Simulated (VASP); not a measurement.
# GaCo (P4mm) in VASP: single point with PBEsol

Aim: the single point of GaCo with PBEsol.

Everything below comes from runs of VASP 6.6.1. Logs are shortened: lines on timing, memory, paths and dates and some standing lists are left out, and cuts for length are marked.

**1. The cell of the first run**

Symmetry: P4mm, No. 99, tetragonal system. The conventional cell has a = 2.883 Å, b = 2.883 Å, c = 2.883 Å, α = 90.00°, β = 90.00°, γ = 90.00°. Within 3.2 Å of Ga (site symmetry 4mm) lie 8 Co at 2.39 to 2.62 Å and 6 Ga at 2.88 Å. Co (site symmetry 4mm) has 8 Ga at 2.39 to 2.62 Å and 6 Co at 2.88 Å within 3.2 Å.

**2. Single point, PBEsol (atom 2 (Co) moved by (+0.000, -0.200) A along [1 1 0] and z)**

INCAR

```
SYSTEM = GaCo
  ALGO = Fast
  EDIFF = 1E-6
  ENCUT = 520
  GGA = PS
  ISIF = 2
  ISMEAR = 0
  LASPH = .TRUE.
  LCHARG = .FALSE.
  LREAL = .FALSE.
  LWAVE = .FALSE.
  NBANDS = 18
  NELM = 80
  PREC = Accurate
  SIGMA = 0.15
```

KPOINTS

```
k-points
0
G
  16 16 16
  0 0 0
```

POSCAR

```
GaCo
1.0
    2.8831000000      0.0000000000      0.0000000000
    0.0000000000      2.8831000000      0.0000000000
    0.0000000000      0.0000000000      2.8831000000
Ga Co
1 1
Direct
    0.5000000000      0.5000000000      0.5000000000
    0.0000000000      0.0000000000     -0.0693697756
```

Potentials or basis: VASP PAW PBE potentials, release 64 (Ga_d, Co).

On the command line:

```sh
$ cat potpaw_PBE.64/Ga_d/POTCAR potpaw_PBE.64/Co/POTCAR > POTCAR
$ mpirun -np 1 vasp_std > vasp.out
```

OUTCAR:

```text
SYSTEM = GaCo
   EDIFF = 1E-6
   ENCUT = 520
   GGA = PS
   ISIF = 2
   ISMEAR = 0
   LASPH = .TRUE.
   LREAL = .FALSE.
   NELM = 80
   PREC = Accurate

 ion  position               nearest neighbor table
   1  0.500  0.500  0.500-   2 2.39   2 2.39   2 2.39   2 2.39   2 2.62   2 2.62   2 2.62   2 2.62

   2  0.000  0.000  0.931-   1 2.39   1 2.39   1 2.39   1 2.39   1 2.62   1 2.62   1 2.62   1 2.62

  LATTYP: Found a simple cubic cell.
 ALAT       =     2.8831000000

  Lattice vectors:

 A1 = (   2.8831000000,   0.0000000000,   0.0000000000)
 A2 = (   0.0000000000,   2.8831000000,   0.0000000000)
 A3 = (   0.0000000000,   0.0000000000,   2.8831000000)

Analysis of symmetry for initial positions (statically):
=====================================================================
 Subroutine PRICEL returns:
 Original cell was already a primitive cell.

 Routine SETGRP: Setting up the symmetry group for a
 simple cubic supercell.

 Subroutine GETGRP returns: Found  8 space group operations
 (whereof  8 operations were pure point group operations)
 out of a pool of 48 trial point group operations.

The static configuration has the point symmetry C_4v.

Analysis of symmetry for dynamics (positions and initial velocities):
=====================================================================
 Subroutine PRICEL returns:
 Original cell was already a primitive cell.

 Routine SETGRP: Setting up the symmetry group for a
 simple cubic supercell.

 Subroutine GETGRP returns: Found  8 space group operations
 (whereof  8 operations were pure point group operations)
 out of a pool of 48 trial point group operations.

The dynamic configuration has the point symmetry C_4v.

 Subroutine INISYM returns: Found  8 space group operations
 (whereof  8 operations are pure point group operations),
 and found     1 'primitive' translations

----------------------------------------------------------------------------------------

                                     Primitive cell

  volume of cell :      23.9651

  direct lattice vectors                    reciprocal lattice vectors
     2.883100000  0.000000000  0.000000000     0.346848878  0.000000000  0.000000000
     0.000000000  2.883100000  0.000000000     0.000000000  0.346848878  0.000000000
     0.000000000  0.000000000  2.883100000     0.000000000  0.000000000  0.346848878

  length of vectors
     2.883100000  2.883100000  2.883100000     0.346848878  0.346848878  0.346848878

  position of ions in fractional coordinates (direct lattice)
     0.500000000  0.500000000  0.500000000
     0.000000000  0.000000000  0.930630224

  ion indices of the primitive-cell ions
   primitive index   ion index
                 1           1
                 2           2

----------------------------------------------------------------------------------------

 KPOINTS: k-points

Automatic generation of k-mesh.
 Grid dimensions read from file:
 generate k-points for:   16   16   16

 Generating k-lattice:

  Cartesian coordinates                     Fractional coordinates (reciprocal lattice)
     0.021678055  0.000000000  0.000000000     0.062500000  0.000000000  0.000000000
     0.000000000  0.021678055  0.000000000     0.000000000  0.062500000  0.000000000
     0.000000000  0.000000000  0.021678055     0.000000000  0.000000000  0.062500000

  Length of vectors
     0.021678055  0.021678055  0.021678055

  Shift w.r.t. Gamma in fractional coordinates (k-lattice)
     0.000000000  0.000000000  0.000000000

 Subroutine IBZKPT returns following result:
 ===========================================

 Found    405 irreducible k-points:

 Following reciprocal coordinates:
            Coordinates               Weight
  0.000000  0.000000  0.000000      1.000000
  0.062500  0.000000  0.000000      4.000000
  0.000000  0.000000  0.062500      2.000000
  0.125000  0.000000  0.000000      4.000000
  0.000000  0.000000  0.125000      2.000000
  0.187500  0.000000  0.000000      4.000000
[... 16 lines left out ...]
  0.187500  0.062500  0.000000      8.000000
  0.000000  0.187500  0.062500      8.000000
 [... further k-points ...]
   k-points           NKPTS =    405   k-points in BZ     NKDIM =    405   number of bands    NBANDS=     18
   number of dos      NEDOS =    301   number of ions     NIONS =      2
   total plane-waves  NPLWV =  13824
   dimension x,y,z NGX =    24 NGY =   24 NGZ =   24
   dimension x,y,z NGXF=    48 NGYF=   48 NGZF=   48
   ions per type =               1   1
   NGX,Y,Z   is equivalent  to a cutoff of  13.84, 13.84, 13.84 a.u.
   NGXF,Y,Z  is equivalent  to a cutoff of  27.68, 27.68, 27.68 a.u.
 SYSTEM =  GaCo
   PREC   = accura    normal or accurate (medium, high low for compatibility)
   ISTART =      0    job   : 0-new  1-cont  2-samecut
   ICHARG =      2    charge: 1-file 2-atom 10-const
   ISPIN  =      1    spin polarized calculation?
   LNONCOLLINEAR =      F non collinear calculations
   LSORBIT =      F    spin-orbit coupling
   LASPH  =      T    aspherical Exc in radial PAW
   ENCUT  =  520.0 eV  38.22 Ry    6.18 a.u.   5.36  5.36  5.36*2*pi/ulx,y,z
   NELM   =     80;   NELMIN=  2; NELMDL= -5     # of ELM steps
   EDIFF  = 0.1E-05   stopping-criterion for ELM
   LREAL  =      F    real-space projection
   EDIFFG = 0.1E-04   stopping-criterion for IOM
   NSW    =      0    number of steps for IOM
   IBRION =     -1    ionic relax: 0-MD 1-quasi-New 2-CG
   NFREE  =      0    steps in history (QN), initial steepest desc. (CG)
   ISIF   =      2    stress and relaxation
   ISYM   =      2    0-nonsym 1-usesym 2-fastsym
   POTIM  = 0.5000    time-step for ionic-motion
   TEBEG  =    0.0;   TEEND  =   0.0 temperature during run
   PSTRESS=    0.0 pullay stress
   NELECT =      22.0000    total number of electrons
   NUPDOWN=      -1.0000    fix difference up-down
   EMIN   =  10.00;   EMAX   =-10.00  energy-range for DOS
   EFERMI =   0.00;   METHOD = LEGACY
   ISMEAR =     0;   SIGMA  =   0.15  broadening in eV -4-tet -1-fermi 0-gaus
   EFERMI_NEDOS =   21; number of points for ismear=-14 and -15
   IALGO  =     68    algorithm
   IMIX   =      4    mixing-type and parameters
     AMIX     =   0.40;   BMIX     =  1.00
     AMIX_MAG =   1.60;   BMIX_MAG =  1.00
  volume/ion in A,a.u.               =      11.98        80.86
  Fermi-wavevector in a.u.,A,eV,Ry     =   1.591070  3.006687 34.443210  2.531504
  Thomas-Fermi vector in A             =   2.689667
   LORBIT       =      0    0 simple, 1 ext, 2 COOP (PROOUT), +10 PAW based schemes
   GGA     = PS    functional components
   LHFCALC =     F    Hartree Fock is set to
   AEXX    =    0.0000 exact exchange contribution
   IVDW    =     0    specifies the selected vdW correction
   LEPSILON=     F    determine dielectric tensor
   LRPA    =     F    only Hartree local field effects (RPA)
 non-spin polarized calculation
 RMM-DIIS sequential band-by-band and
 Gauss-broadening in eV      SIGMA  =   0.15
  energy-cutoff  :      520.00
  volume of cell :       23.97
 maximum number of plane-waves:       662
 NGX is ok and might be reduce to    24
   NGX = 11   NGY = 11   NGZ = 11

 number of electron      22.0000019 magnetization

 Free energy of the ion-electron system (eV)
  ---------------------------------------------------
  ext. energy  EPLUGINS =         0.00000000
  ---------------------------------------------------
  free energy    TOTEN  =       -11.64056714 eV

  energy without entropy =      -11.62601157  energy(sigma->0) =      -11.63328936

 E-fermi :   9.5090     XC(G=0): -13.3059

 val. band max:        9.4975534370   @ k =   0.5000   0.3125   0.0000
 cond. band min:       9.5139052303   @ k =   0.4375   0.4375   0.1250
 fundamental gap:      0.0163517933
 Fermi energy:         9.5089951362

 k-point     1 :       0.0000    0.0000    0.0000
  band No.  band energies     occupation
      1      -5.5507      2.00000
      2      -5.5506      2.00000
      3      -5.2101      2.00000
      4      -5.2035      2.00000
      5      -5.2035      2.00000
      6      -2.5124      2.00000
[... 10 lines left out ...]
     17      21.7422      0.00000
     18      32.4127      0.00000

 k-point     2 :       0.0625    0.0000    0.0000
  band No.  band energies     occupation
      1      -5.5488      2.00000
      2      -5.5400      2.00000
      3      -5.2138      2.00000
      4      -5.2075      2.00000
      5      -5.2029      2.00000
      6      -2.4389      2.00000
[... 10 lines left out ...]
     17      22.1863      0.00000
     18      31.7497      0.00000

 k-point     3 :       0.0000    0.0000    0.0625
  band No.  band energies     occupation
      1      -5.5485      2.00000
      2      -5.5405      2.00000
      3      -5.2092      2.00000
      4      -5.2074      2.00000
      5      -5.2074      2.00000
      6      -2.4391      2.00000
[... 10 lines left out ...]
     17      22.0427      0.00000
     18      32.0108      0.00000

 k-point     4 :       0.1250    0.0000    0.0000
  band No.  band energies     occupation
      1      -5.5435      2.00000
      2      -5.5102      2.00000
      3      -5.2246      2.00000
      4      -5.2188      2.00000
      5      -5.2011      2.00000
      6      -2.2181      2.00000
[... 10 lines left out ...]
     17      23.7211      0.00000
     18      30.4834      0.00000

 k-point     5 :       0.0000    0.0000    0.1250
  band No.  band energies     occupation
      1      -5.5427      2.00000
      2      -5.5119      2.00000
      3      -5.2183      2.00000
      4      -5.2183      2.00000
      5      -5.2068      2.00000
      6      -2.2189      2.00000
[... 10 lines left out ...]
     17      23.4691      0.00000
     18      30.5244      0.00000

 k-point     6 :       0.1875    0.0000    0.0000
  band No.  band energies     occupation
      1      -5.5355      2.00000
      2      -5.4668      2.00000
      3      -5.2406      2.00000
      4      -5.2357      2.00000
      5      -5.1984      2.00000
      6      -1.8500      2.00000
[... 10 lines left out ...]
     17      25.8454      0.00000
     18      29.0084      0.00000

 k-point     7 :       0.0000    0.0000    0.1875
  band No.  band energies     occupation
      1      -5.5339      2.00000
      2      -5.4702      2.00000
      3      -5.2345      2.00000
      4      -5.2345      2.00000
      5      -5.2032      2.00000
      6      -1.8520      2.00000
[... 10 lines left out ...]
     17      25.5785      0.00000
     18      29.0500      0.00000

 k-point     8 :       0.2500    0.0000    0.0000
  band No.  band energies     occupation
      1      -5.5260      2.00000
      2      -5.4171      2.00000
      3      -5.2594      2.00000
      4      -5.2556      2.00000
      5      -5.1952      2.00000
      6      -1.3365      2.00000
[... 10 lines left out ...]
     17      27.3226      0.00000
     18      27.3605      0.00000
[... 229 lines left out ...]
     17      22.3711      0.00000
     18      30.6729      0.00000

 k-point    20 :       0.1250    0.0625    0.0000
  band No.  band energies     occupation
      1      -5.5359      2.00000
      2      -5.5052      2.00000
      3      -5.2294      2.00000
      4      -5.2184      2.00000
      5      -5.2050      2.00000
      6      -2.1449      2.00000
[... 10 lines left out ...]
     17      23.8116      0.00000
     18      28.9843      0.00000

 k-point    21 :       0.0000    0.1250    0.0625
  band No.  band energies     occupation
      1      -5.5359      2.00000
      2      -5.5054      2.00000
      3      -5.2242      2.00000
      4      -5.2237      2.00000
      5      -5.2048      2.00000
      6      -2.1451      2.00000
[... 10 lines left out ...]
     17      23.7863      0.00000
     18      29.0937      0.00000

 k-point    22 :       0.0625    0.0000    0.1250
  band No.  band energies     occupation
      1      -5.5350      2.00000
      2      -5.5069      2.00000
      3      -5.2233      2.00000
      4      -5.2184      2.00000
      5      -5.2102      2.00000
      6      -2.1457      2.00000
[... 10 lines left out ...]
     17      23.5513      0.00000
     18      29.0843      0.00000

 k-point    23 :       0.1875    0.0625    0.0000
  band No.  band energies     occupation
      1      -5.5278      2.00000
      2      -5.4616      2.00000
      3      -5.2465      2.00000
      4      -5.2354      2.00000
      5      -5.2025      2.00000
      6      -1.7777      2.00000
[... 10 lines left out ...]
     17      25.9053      0.00000
     18      27.3625      0.00000

 k-point    24 :       0.0000    0.1875    0.0625
  band No.  band energies     occupation
      1      -5.5279      2.00000
      2      -5.4618      2.00000
      3      -5.2416      2.00000
      4      -5.2404      2.00000
      5      -5.2024      2.00000
      6      -1.7778      2.00000
[... 10 lines left out ...]
     17      25.8472      0.00000
     18      27.6223      0.00000

 [... further k-points ...]

------------------------ aborting loop because EDIFF is reached ----------------------------------------

  FORCE on cell =-STRESS in cart. coord.  units (eV):
  Direction    XX          YY          ZZ          XY          YZ          ZX
  --------------------------------------------------------------------------------------
  -------------------------------------------------------------------------------------
  Total       -0.5952415     -0.5952415     -0.9777009      0.0000000     -0.0000000      0.0000000
  in kB      -39.7946465    -39.7946465    -65.3638261      0.0000000     -0.0000000      0.0000000
  external PRESSURE =     -48.3177064 kB  Pullay stress =       0.0000000 kB

 VOLUME and BASIS-vectors are now :
 -----------------------------------------------------------------------------
  energy-cutoff  :      520.00
  volume of cell :       23.97
      direct lattice vectors                 reciprocal lattice vectors
     2.883100000  0.000000000  0.000000000     0.346848878  0.000000000  0.000000000
     0.000000000  2.883100000  0.000000000     0.000000000  0.346848878  0.000000000
     0.000000000  0.000000000  2.883100000     0.000000000  0.000000000  0.346848878

 POSITION                                       TOTAL-FORCE (eV/Angst)
 -----------------------------------------------------------------------------------
      1.44155      1.44155      1.44155        -0.000000      0.000000     -1.128785
      0.00000      0.00000      2.68310         0.000000     -0.000000      1.128785
 -----------------------------------------------------------------------------------
    total drift:                                0.000000      0.000000      0.000950

  FREE ENERGIE OF THE ION-ELECTRON SYSTEM (eV)
  ---------------------------------------------------
  free  energy   TOTEN  =       -11.6405671376 eV

  energy  without entropy=      -11.6260115730  energy(sigma->0) =      -11.63328936
```

Run time: 95 s. Hardware: 1 thread of Intel Xeon Platinum 8488C (Sapphire Rapids), shared host; peak memory 0.29 GiB.

Results:

* Free energy: -11.6406 eV
* Pressure: -4.8 GPa
* Largest force: 1.129 eV/Å
* Band gap on the k mesh: zero (band 11 reaches 10.76 eV, above the bottom of band 12 at 9.26 eV)

Forces on the atoms (eV/Å):
```
Ga   0.000  0.000 -1.129
Co   0.000  0.000  1.129
```

Levels at points of the mesh, in eV from the Fermi level:
| k point | band 7 | band 8 | band 9 | band 10 | band 11 | band 12 | band 13 | band 14 | band 15 | band 16 |
| --- | --- | --- | --- | --- | --- | --- | --- | --- | --- | --- |
| (0.00, 0.00, 0.00) | -2.58 | -2.55 | -0.72 | -0.72 | -0.72 | 5.21 | 5.21 | 5.47 | 10.87 | 11.10 |
| (0.50, 0.00, 0.00) | -6.81 | -2.29 | -1.75 | -1.64 | -0.68 | 0.09 | 10.00 | 10.65 | 11.97 | 12.41 |
| (0.00, 0.00, 0.50) | -6.76 | -2.32 | -1.70 | -1.70 | -0.72 | 0.15 | 10.40 | 10.40 | 11.71 | 12.83 |
| (0.50, 0.50, 0.00) | -3.14 | -3.14 | -2.42 | -1.15 | -1.15 | -0.25 | 2.26 | 3.15 | 11.69 | 15.29 |
| (0.00, 0.50, 0.50) | -3.28 | -3.11 | -2.23 | -1.24 | -1.17 | -0.24 | 2.25 | 3.12 | 11.59 | 15.20 |
| (0.50, 0.50, 0.50) | -4.02 | -4.02 | -0.22 | -0.20 | 0.65 | 3.43 | 3.43 | 3.91 | 4.87 | 5.24 |

Caveat: the cell differs from its parent crystal (atom 2 (Co) moved by (+0.000, -0.200) A along [1 1 0] and z); the PAW data sets were made with another functional, which shifts forces and pressure a little. Spin polarisation is off, so any magnetic state and its effect on volume and gap are missing.
